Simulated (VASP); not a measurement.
Write the native input for VASP 6.6.1 that does the following.

```
Task                   : single point
Functional             : PBE
Potentials or basis    : VASP PAW PBE potentials, release 64 (Pt, H)
Cutoff                 : 520 eV
k mesh                 : 6 × 6 × 1
Occupations            : gaussian, width 0.1 eV
Spin                   : no spin polarisation
Dipole correction      : yes
Further INCAR settings : ALGO = Normal; EDIFF = 1e-07; NBANDS = 72
```

The structure of HPt12 lies in POSCAR:

```
HPt12
1.0
    5.6143281343      0.0000000000      0.0000000000
   -2.8071640672      4.8621507895      0.0000000000
    0.0000000000      0.0000000000     20.1192653717
Pt H
12 1
Direct
    0.3333333334      0.1666666667      0.1988144162
    0.3333333334      0.6666666667      0.1988144162
    0.8333333334      0.1666666667      0.1988144162
    0.8333333334      0.6666666667      0.1988144162
    0.1666666667      0.3333333333      0.3136150014
    0.1666666667      0.8333333333      0.3136150014
    0.6666666667      0.3333333333      0.3136150014
    0.6666666667      0.8333333333      0.3136150014
    0.0000000000      0.0000000000      0.4284085533
    0.0000000000      0.5000000000      0.4284085533
    0.5000000000      0.0000000000      0.4284085533
    0.5000000000      0.5000000000      0.4284085533
    0.0833333334      0.1666666667      0.4962323289
```

One way to write it, as run:

INCAR

```
SYSTEM = HPt12
PREC     = Accurate       ! precision mode
ENCUT    = 520            ! plane-wave cutoff, eV
EDIFF    = 1E-7           ! SCF threshold, eV
ISMEAR   = 0              ! smearing method
SIGMA    = 0.1            ! smearing width, eV
LREAL    = .FALSE.        ! projectors in reciprocal space
LASPH    = .TRUE.         ! aspherical terms in the spheres
NELM     = 100            ! most SCF steps
ALGO     = Normal         ! electronic algorithm
ISIF     = 2              ! what is computed and relaxed
LWAVE    = .FALSE.        ! write WAVECAR
LCHARG   = .FALSE.        ! write CHGCAR
LDIPOL   = .TRUE.       
IDIPOL   = 3            
DIPOL    = 0.5 0.5 0.328
GGA      = PE             ! functional
NBANDS   = 72             ! bands
```

KPOINTS

```
Automatic mesh
0
G
  6 6 1
  0 0 0
```

Potentials or basis: VASP PAW PBE potentials, release 64 (Pt, H).

Command:

```console
$ cat potpaw_PBE.64/Pt/POTCAR potpaw_PBE.64/H/POTCAR > POTCAR
$ mpirun -np 1 vasp_std > vasp.out
```

Results of the run:

```
Largest force : 0.366 eV/Å
```

Wall time 16 min on 1 thread of Intel(R) Xeon(R) 6975P-C (Granite Rapids), on a shared host, peak memory 0.79 GiB.
